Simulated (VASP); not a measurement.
# CdSe (F-43m) in VASP: a series of runs

CdSe is run at these levels: PBE; tasks: single point.

Everything below comes from runs of VASP 6.6.1. Logs are shortened: lines on timing, memory, paths and dates and some standing lists are left out, and cuts for length are marked.

## Step 1: The cell of the first run

The structure is cubic, space group F-43m (No. 216). The conventional cell has a = 5.472 Å, b = 5.472 Å, c = 5.472 Å, α = 90.00°, β = 90.00°, γ = 90.00°. Within 3.1 Å of Cd (site symmetry -43m) lie 4 Se at 2.37 Å. Se (site symmetry -43m) has 4 Cd at 2.37 Å within 3.1 Å.

## Step 2: Single point, PBE

INCAR reads:

```
PREC = Accurate ; ENCUT = 520
EDIFF = 1E-7 ; ISMEAR = 0
SIGMA = 0.01 ; LREAL = False
LASPH = True ; NELM = 60
ALGO = Normal ; ISIF = 2
LWAVE = False ; LCHARG = False
GGA = PE ; NBANDS = 16
```

KPOINTS reads:

```
regular mesh
0
Gamma
  6 6 6
```

POSCAR reads:

```
CdSe
1.0
    0.0000000000      2.7357755306      2.7357755306
    2.7357755306      0.0000000000      2.7357755306
    2.7357755306      2.7357755306      0.0000000000
Cd Se
1 1
Direct
    0.0000000000      0.0000000000      0.0000000000
    0.7500000000      0.7500000000      0.7500000000
```

Potentials or basis: VASP PAW PBE potentials, release 64 (Cd, Se).

Launch:

```
> cat potpaw_PBE.64/Cd/POTCAR potpaw_PBE.64/Se/POTCAR > POTCAR
> mpirun -np 1 vasp_std > vasp.out
```

OUTCAR:

```text
PREC = Accurate
   ENCUT = 520
   EDIFF = 1E-7
   ISMEAR = 0
   LREAL = False
   LASPH = True
   NELM = 60
   ISIF = 2
   GGA = PE

 ion  position               nearest neighbor table
   1  0.000  0.000  0.000-   2 2.37   2 2.37   2 2.37   2 2.37
   2  0.750  0.750  0.750-   1 2.37   1 2.37   1 2.37   1 2.37

  LATTYP: Found a face centered cubic cell.
 ALAT       =     5.4715510612

  Lattice vectors:

 A1 = (   0.0000000000,   2.7357755306,   2.7357755306)
 A2 = (   2.7357755306,   0.0000000000,   2.7357755306)
 A3 = (   2.7357755306,   2.7357755306,   0.0000000000)

Analysis of symmetry for initial positions (statically):
=====================================================================
 Subroutine PRICEL returns:
 Original cell was already a primitive cell.

 Routine SETGRP: Setting up the symmetry group for a
 face centered cubic supercell.

 Subroutine GETGRP returns: Found 24 space group operations
 (whereof 24 operations were pure point group operations)
 out of a pool of 48 trial point group operations.

The static configuration has the point symmetry T_d .

Analysis of symmetry for dynamics (positions and initial velocities):
=====================================================================
 Subroutine PRICEL returns:
 Original cell was already a primitive cell.

 Routine SETGRP: Setting up the symmetry group for a
 face centered cubic supercell.

 Subroutine GETGRP returns: Found 24 space group operations
 (whereof 24 operations were pure point group operations)
 out of a pool of 48 trial point group operations.

The dynamic configuration has the point symmetry T_d .

 Subroutine INISYM returns: Found 24 space group operations
 (whereof 24 operations are pure point group operations),
 and found     1 'primitive' translations

----------------------------------------------------------------------------------------

                                     Primitive cell

  volume of cell :      40.9516

  direct lattice vectors                    reciprocal lattice vectors
     0.000000000  2.735775531  2.735775531    -0.182763532  0.182763532  0.182763532
     2.735775531  0.000000000  2.735775531     0.182763532 -0.182763532  0.182763532
     2.735775531  2.735775531  0.000000000     0.182763532  0.182763532 -0.182763532

  length of vectors
     3.868970859  3.868970859  3.868970859     0.316555724  0.316555724  0.316555724

  position of ions in fractional coordinates (direct lattice)
     0.000000000  0.000000000  0.000000000
     0.750000000  0.750000000  0.750000000

  ion indices of the primitive-cell ions
   primitive index   ion index
                 1           1
                 2           2

----------------------------------------------------------------------------------------

 KPOINTS: regular mesh

Automatic generation of k-mesh.
 Grid dimensions read from file:
 generate k-points for:    6    6    6

 Generating k-lattice:

  Cartesian coordinates                     Fractional coordinates (reciprocal lattice)
    -0.030460589  0.030460589  0.030460589     0.166666667  0.000000000  0.000000000
     0.030460589 -0.030460589  0.030460589     0.000000000  0.166666667  0.000000000
     0.030460589  0.030460589 -0.030460589     0.000000000  0.000000000  0.166666667

  Length of vectors
     0.052759287  0.052759287  0.052759287

  Shift w.r.t. Gamma in fractional coordinates (k-lattice)
     0.000000000  0.000000000  0.000000000

 Subroutine IBZKPT returns following result:
 ===========================================

 Found     16 irreducible k-points:

 Following reciprocal coordinates:
            Coordinates               Weight
  0.000000  0.000000  0.000000      1.000000
  0.166667  0.000000  0.000000      8.000000
  0.333333  0.000000  0.000000      8.000000
  0.500000  0.000000  0.000000      4.000000
  0.166667  0.166667  0.000000      6.000000
  0.333333  0.166667  0.000000     24.000000
[... 8 lines left out ...]
 -0.333333  0.333333  0.166667     24.000000
 -0.333333  0.500000  0.166667     12.000000
   k-points           NKPTS =     16   k-points in BZ     NKDIM =     16   number of bands    NBANDS=     16
   number of dos      NEDOS =    301   number of ions     NIONS =      2
   total plane-waves  NPLWV =  27000
   dimension x,y,z NGX =    30 NGY =   30 NGZ =   30
   dimension x,y,z NGXF=    60 NGYF=   60 NGZF=   60
   ions per type =               1   1
   NGX,Y,Z   is equivalent  to a cutoff of  12.89, 12.89, 12.89 a.u.
   NGXF,Y,Z  is equivalent  to a cutoff of  25.78, 25.78, 25.78 a.u.
 SYSTEM =  unknown system
   PREC   = accura    normal or accurate (medium, high low for compatibility)
   ISTART =      0    job   : 0-new  1-cont  2-samecut
   ICHARG =      2    charge: 1-file 2-atom 10-const
   ISPIN  =      1    spin polarized calculation?
   LNONCOLLINEAR =      F non collinear calculations
   LSORBIT =      F    spin-orbit coupling
   LASPH  =      T    aspherical Exc in radial PAW
   ENCUT  =  520.0 eV  38.22 Ry    6.18 a.u.   7.19  7.19  7.19*2*pi/ulx,y,z
   NELM   =     60;   NELMIN=  2; NELMDL= -5     # of ELM steps
   EDIFF  = 0.1E-06   stopping-criterion for ELM
   LREAL  =      F    real-space projection
   EDIFFG = 0.1E-05   stopping-criterion for IOM
   NSW    =      0    number of steps for IOM
   IBRION =     -1    ionic relax: 0-MD 1-quasi-New 2-CG
   NFREE  =      0    steps in history (QN), initial steepest desc. (CG)
   ISIF   =      2    stress and relaxation
   ISYM   =      2    0-nonsym 1-usesym 2-fastsym
   POTIM  = 0.5000    time-step for ionic-motion
   TEBEG  =    0.0;   TEEND  =   0.0 temperature during run
   PSTRESS=    0.0 pullay stress
   NELECT =      18.0000    total number of electrons
   NUPDOWN=      -1.0000    fix difference up-down
   EMIN   =  10.00;   EMAX   =-10.00  energy-range for DOS
   EFERMI =   0.00;   METHOD = LEGACY
   ISMEAR =     0;   SIGMA  =   0.01  broadening in eV -4-tet -1-fermi 0-gaus
   EFERMI_NEDOS =   21; number of points for ismear=-14 and -15
   IALGO  =     38    algorithm
   IMIX   =      4    mixing-type and parameters
     AMIX     =   0.40;   BMIX     =  1.00
     AMIX_MAG =   1.60;   BMIX_MAG =  1.00
  volume/ion in A,a.u.               =      20.48       138.18
  Fermi-wavevector in a.u.,A,eV,Ry     =   1.244730  2.352199 21.080229  1.549353
  Thomas-Fermi vector in A             =   2.378984
   LORBIT       =      0    0 simple, 1 ext, 2 COOP (PROOUT), +10 PAW based schemes
   GGA     = PE    functional components
   LHFCALC =     F    Hartree Fock is set to
   AEXX    =    0.0000 exact exchange contribution
   IVDW    =     0    specifies the selected vdW correction
   LEPSILON=     F    determine dielectric tensor
   LRPA    =     F    only Hartree local field effects (RPA)
 non-spin polarized calculation
 Gauss-broadening in eV      SIGMA  =   0.01
  energy-cutoff  :      520.00
  volume of cell :       40.95
 maximum number of plane-waves:      1113
 NGX is ok and might be reduce to    30
   NGX = 15   NGY = 15   NGZ = 15

 number of electron      18.0000006 magnetization

 Free energy of the ion-electron system (eV)
  ---------------------------------------------------
  ext. energy  EPLUGINS =         0.00000000
  ---------------------------------------------------
  free energy    TOTEN  =        -3.80070108 eV

  energy without entropy =       -3.80070108  energy(sigma->0) =       -3.80070108

 E-fermi :   4.2010     XC(G=0): -10.4185

 val. band max:        4.1151389456   @ k =   0.0000   0.0000   0.0000
 cond. band min:       5.3227227792   @ k =   0.0000   0.0000   0.0000
 fundamental gap:      1.2075838335
 Fermi energy:         4.2010259755

 k-point     1 :       0.0000    0.0000    0.0000
  band No.  band energies     occupation
      1     -10.8882      2.00000
      2      -5.5768      2.00000
      3      -5.5768      2.00000
      4      -5.5768      2.00000
      5      -4.7437      2.00000
      6      -4.7437      2.00000
[... 8 lines left out ...]
     15      15.8702      0.00000
     16      15.8702      0.00000

 k-point     2 :       0.1667    0.0000    0.0000
  band No.  band energies     occupation
      1     -10.7105      2.00000
      2      -5.5149      2.00000
      3      -5.5149      2.00000
      4      -5.4741      2.00000
      5      -4.7483      2.00000
      6      -4.7483      2.00000
[... 8 lines left out ...]
     15      14.4875      0.00000
     16      15.1248      0.00000

 k-point     3 :       0.3333    0.0000    0.0000
  band No.  band energies     occupation
      1     -10.3458      2.00000
      2      -5.4136      2.00000
      3      -5.4136      2.00000
      4      -4.9628      2.00000
      5      -4.7225      2.00000
      6      -4.7225      2.00000
[... 8 lines left out ...]
     15      15.1836      0.00000
     16      15.1836      0.00000

 k-point     4 :       0.5000    0.0000    0.0000
  band No.  band energies     occupation
      1     -10.1625      2.00000
      2      -5.3793      2.00000
      3      -5.3793      2.00000
      4      -4.6861      2.00000
      5      -4.6861      2.00000
      6      -4.1314      2.00000
[... 8 lines left out ...]
     15      17.1989      0.00000
     16      17.1989      0.00000

 k-point     5 :       0.1667    0.1667    0.0000
  band No.  band energies     occupation
      1     -10.6515      2.00000
      2      -5.5230      2.00000
      3      -5.4528      2.00000
      4      -5.4528      2.00000
      5      -4.7925      2.00000
      6      -4.7091      2.00000
[... 8 lines left out ...]
     15      16.0481      0.00000
     16      17.5226      0.00000

 k-point     6 :       0.3333    0.1667    0.0000
  band No.  band energies     occupation
      1     -10.3496      2.00000
      2      -5.4135      2.00000
      3      -5.3299      2.00000
      4      -5.1850      2.00000
      5      -4.7429      2.00000
      6      -4.6785      2.00000
[... 8 lines left out ...]
     15      16.2581      0.00000
     16      16.7566      0.00000

 k-point     7 :       0.5000    0.1667    0.0000
  band No.  band energies     occupation
      1     -10.1081      2.00000
      2      -5.3570      2.00000
      3      -5.2812      2.00000
      4      -4.8377      2.00000
      5      -4.6768      2.00000
      6      -4.1468      2.00000
[... 8 lines left out ...]
     15      17.1283      0.00000
     16      17.3266      0.00000

 k-point     8 :      -0.3333    0.1667    0.0000
  band No.  band energies     occupation
      1     -10.1679      2.00000
      2      -5.3531      2.00000
      3      -5.3230      2.00000
      4      -4.8128      2.00000
      5      -4.7517      2.00000
      6      -4.4121      2.00000
[... 8 lines left out ...]
     15      16.0723      0.00000
     16      17.4350      0.00000

 k-point     9 :      -0.1667    0.1667    0.0000
  band No.  band energies     occupation
      1     -10.4699      2.00000
      2      -5.4394      2.00000
      3      -5.4114      2.00000
      4      -5.2713      2.00000
      5      -4.7861      2.00000
      6      -4.6899      2.00000
[... 8 lines left out ...]
     15      15.6596      0.00000
     16      17.2527      0.00000

 k-point    10 :       0.3333    0.3333    0.0000
  band No.  band energies     occupation
      1     -10.1711      2.00000
      2      -5.3586      2.00000
      3      -5.1579      2.00000
      4      -5.1579      2.00000
      5      -4.6430      2.00000
      6      -4.6392      2.00000
[... 8 lines left out ...]
     15      16.5045      0.00000
     16      20.1436      0.00000

 k-point    11 :       0.5000    0.3333    0.0000
  band No.  band energies     occupation
      1      -9.9948      2.00000
      2      -5.3173      2.00000
      3      -5.0765      2.00000
      4      -5.0071      2.00000
      5      -4.6413      2.00000
      6      -4.0953      2.00000
[... 8 lines left out ...]
     15      17.5750      0.00000
     16      19.0849      0.00000

 k-point    12 :      -0.3333    0.3333    0.0000
  band No.  band energies     occupation
      1      -9.9956      2.00000
      2      -5.3167      2.00000
      3      -5.1501      2.00000
      4      -4.8559      2.00000
      5      -4.7198      2.00000
      6      -3.8386      2.00000
[... 8 lines left out ...]
     15      15.5904      0.00000
     16      19.7029      0.00000

 k-point    13 :       0.5000    0.5000    0.0000
  band No.  band energies     occupation
      1      -9.9357      2.00000
      2      -5.3501      2.00000
      3      -4.9776      2.00000
      4      -4.9776      2.00000
      5      -4.6039      2.00000
      6      -4.0324      2.00000
[... 8 lines left out ...]
     15      16.8154      0.00000
     16      18.6365      0.00000

 k-point    14 :       0.5000    0.3333    0.1667
  band No.  band energies     occupation
      1     -10.1115      2.00000
      2      -5.2957      2.00000
      3      -5.2594      2.00000
      4      -4.9749      2.00000
      5      -4.6907      2.00000
      6      -4.3769      2.00000
[... 8 lines left out ...]
     15      17.6823      0.00000
     16      18.4367      0.00000

 k-point    15 :      -0.3333    0.3333    0.1667
  band No.  band energies     occupation
      1      -9.9956      2.00000
      2      -5.2894      2.00000
      3      -5.1887      2.00000
      4      -4.8335      2.00000
      5      -4.7372      2.00000
      6      -3.8147      2.00000
[... 8 lines left out ...]
     15      17.0803      0.00000
     16      18.5377      0.00000

 k-point    16 :      -0.3333    0.5000    0.1667
  band No.  band energies     occupation
      1      -9.9389      2.00000
      2      -5.2801      2.00000
      3      -5.0999      2.00000
      4      -4.8989      2.00000
      5      -4.6924      2.00000
      6      -3.7399      2.00000
[... 8 lines left out ...]
     15      18.2768      0.00000
     16      18.4092      0.00000

------------------------ aborting loop because EDIFF is reached ----------------------------------------

  FORCE on cell =-STRESS in cart. coord.  units (eV):
  Direction    XX          YY          ZZ          XY          YZ          ZX
  --------------------------------------------------------------------------------------
  -------------------------------------------------------------------------------------
  Total       10.5324067     10.5324067     10.5324067      0.0000000      0.0000000      0.0000000
  in kB      412.0660407    412.0660407    412.0660407      0.0000000      0.0000000      0.0000000
  external PRESSURE =     412.0660407 kB  Pullay stress =       0.0000000 kB

 VOLUME and BASIS-vectors are now :
 -----------------------------------------------------------------------------
  energy-cutoff  :      520.00
  volume of cell :       40.95
      direct lattice vectors                 reciprocal lattice vectors
     0.000000000  2.735775531  2.735775531    -0.182763532  0.182763532  0.182763532
     2.735775531  0.000000000  2.735775531     0.182763532 -0.182763532  0.182763532
     2.735775531  2.735775531  0.000000000     0.182763532  0.182763532 -0.182763532

 POSITION                                       TOTAL-FORCE (eV/Angst)
 -----------------------------------------------------------------------------------
      0.00000      0.00000      0.00000         0.000000     -0.000000      0.000000
      4.10366      4.10366      4.10366        -0.000000      0.000000     -0.000000
 -----------------------------------------------------------------------------------
    total drift:                                0.000000      0.000000      0.000000

  FREE ENERGIE OF THE ION-ELECTRON SYSTEM (eV)
  ---------------------------------------------------
  free  energy   TOTEN  =        -3.8007010782 eV

  energy  without entropy=       -3.8007010782  energy(sigma->0) =       -3.80070108
```

It took 13 s on 1 thread of AMD EPYC 7R13 (Zen 3), shared host; peak memory 0.14 GiB.

What came out:

```yaml
Free_energy: -3.8007 eV
Pressure: 41.2 GPa
Band_gap_on_the_k_mesh: 1.21 eV, direct
```

Levels at points of the mesh, in eV from the valence-band top:
| k point | band 7 | band 8 | band 9 | band 10 | band 11 | band 12 |
| --- | --- | --- | --- | --- | --- | --- |
| (0.00, 0.00, 0.00) | 0.00 | 0.00 | 0.00 | 1.21 | 5.69 | 5.69 |
| (0.50, 0.00, 0.00) | -6.74 | -1.34 | -1.34 | 2.64 | 6.28 | 6.28 |
| (0.50, 0.50, 0.00) | -5.78 | -3.25 | -3.25 | 2.35 | 3.65 | 10.95 |

## Step 3: Single point, PBE

This run uses another cell than the first one, of 21.63 Å³/atom, 1.056 times its volume.

INCAR reads:

```
SYSTEM = CdSe
  ALGO = Normal
  EDIFF = 1E-6
  ENCUT = 520
  GGA = PE
  ISIF = 2
  ISMEAR = 0
  LASPH = .True.
  LCHARG = .False.
  LREAL = .False.
  LWAVE = .False.
  NBANDS = 16
  NELM = 100
  PREC = Accurate
  SIGMA = 0.01
```

KPOINTS reads:

```
k-points
0
Gamma
  6 6 6
  0 0 0
```

POSCAR reads:

```
CdSe
1.0
    0.0000000000      2.7861593827      2.7861593827
    2.7861593827      0.0000000000      2.7861593827
    2.7861593827      2.7861593827      0.0000000000
Cd Se
1 1
Direct
    0.0000000000      0.0000000000      0.0000000000
    0.7500000000      0.7500000000      0.7500000000
```

Potentials or basis: VASP PAW PBE potentials, release 64 (Cd, Se).

Launch:

```
> cat potpaw_PBE.64/Cd/POTCAR potpaw_PBE.64/Se/POTCAR > POTCAR
> mpirun -np 1 vasp_std > vasp.out
```

Run time: 13 s. Hardware: 1 thread of AMD EPYC 7R13 (Zen 3), shared host; peak memory 0.14 GiB.

It converged, with:

```
Free energy            : -4.3169 eV
Pressure               : 31.0 GPa
Band gap on the k mesh : 1.12 eV, direct
```

Levels at points of the mesh, in eV from the valence-band top:
| k point | band 7 | band 8 | band 9 | band 10 | band 11 | band 12 |
| --- | --- | --- | --- | --- | --- | --- |
| (0.00, 0.00, 0.00) | 0.00 | 0.00 | 0.00 | 1.12 | 5.77 | 5.77 |
| (0.50, 0.00, 0.00) | -6.26 | -1.22 | -1.22 | 2.62 | 6.35 | 6.35 |
| (0.50, 0.50, 0.00) | -5.45 | -2.96 | -2.96 | 2.51 | 3.73 | 10.59 |

## Step 4: Single point, PBE

This run uses another cell than the first one, of 23.18 Å³/atom, 1.132 times its volume.

INCAR reads:

```
SYSTEM = CdSe
PREC = Accurate ; ENCUT = 520
EDIFF = 1E-7 ; ISMEAR = 0
SIGMA = 0.01 ; LREAL = .False.
LASPH = .True. ; NELM = 100
ALGO = Normal ; ISIF = 2
LWAVE = .False. ; LCHARG = .False.
GGA = PE ; NBANDS = 16
```

KPOINTS reads:

```
regular mesh
0
Gamma
  6 6 6
  0 0 0
```

POSCAR reads:

```
CdSe
1.0
    0.0000000000      2.8512571788      2.8512571788
    2.8512571788      0.0000000000      2.8512571788
    2.8512571788      2.8512571788      0.0000000000
Cd Se
1 1
Direct
    0.0000000000      0.0000000000      0.0000000000
    0.7500000000      0.7500000000      0.7500000000
```

Launch:

```
> cat potpaw_PBE.64/Cd/POTCAR potpaw_PBE.64/Se/POTCAR > POTCAR
> mpirun -np 1 vasp_std > vasp.out
```

It took 14 s on 1 thread of AMD EPYC 7R13 (Zen 3), shared host; peak memory 0.14 GiB.

Results (log left out):

- Free energy: -4.8123 eV
- Pressure: 20.7 GPa
- Band gap on the k mesh: 1.00 eV, direct

Levels at points of the mesh, in eV from the valence-band top:
| k point | band 5 | band 6 | band 7 | band 8 | band 9 | band 10 | band 11 | band 12 | band 13 | band 14 |
| --- | --- | --- | --- | --- | --- | --- | --- | --- | --- | --- |
| (0.00, 0.00, 0.00) | -8.21 | -8.21 | 0.00 | 0.00 | 0.00 | 1.00 | 5.85 | 5.85 | 5.85 | 10.54 |
| (0.50, 0.00, 0.00) | -8.17 | -7.74 | -5.71 | -1.08 | -1.08 | 2.59 | 6.40 | 6.40 | 7.83 | 10.71 |
| (0.50, 0.50, 0.00) | -8.11 | -7.65 | -5.06 | -2.63 | -2.63 | 2.70 | 3.79 | 10.16 | 11.38 | 11.38 |

## Step 5: The runs side by side

```csv
cell,gap on the mesh (eV),pressure (GPa)
"a = 3.869 Å, angles 60.0°, 2 atoms",1.21,41.2
"a = 3.940 Å, angles 60.0°, 2 atoms",1.12,31.0
"a = 4.032 Å, angles 60.0°, 2 atoms",1.00,20.7
```

Alike in all rows: task single point; level PBE; potentials or basis VASP PAW PBE potentials, release 64 (Cd, Se); no spin polarisation; k mesh 6 × 6 × 6; cutoff (eV) 520; smearing gaussian 0.01 eV.

Total energies depend on the potentials used, so only differences within one code and one set of settings carry meaning.
